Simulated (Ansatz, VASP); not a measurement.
## Ba2W3 in VASP and in Ansatz

```
Ba W
1.0
     5.12803    0.00000    0.00000
     0.00000    5.12803    0.00000
     0.00000    0.00000    5.12803
Ba W
2 3
Direct
  0.00000 0.00000 0.00000
  0.50000 0.50000 0.50000
  0.00000 0.50000 0.50000
  0.50000 0.00000 0.50000
  0.50000 0.50000 0.00000
```

Alike in both runs: task relaxation of cell and atoms; functional PBE; k mesh 8 × 8 × 8; occupations gaussian, width 0.1 eV; no spin polarisation.

|  | VASP | Ansatz |
| --- | --- | --- |
| version | VASP 6.6.1 | Ansatz 0.2.0 |
| potentials or method | VASP PAW PBE potentials, release 64 (Ba_sv, W_sv), cutoff 600 eV | scalar-relativistic, plane waves, PAW |
| valence electrons in the cell | 62 | 62 |

|  | VASP | Ansatz | Ansatz less VASP |
| --- | --- | --- | --- |
| gap on the k mesh at the Fermi level, each at its own relaxed structure (eV) | none | none | - |
| relaxed volume (Å³/atom) | 28.65 | 26.81 | -1.842 |
| relaxed length of the cell vector where the two differ most in proportion (Å) | 5.232 | 5.118 | -0.1147 |

A gap of «none» marks a metal or a gap that the smearing closes.

Spin-orbit coupling is off throughout.
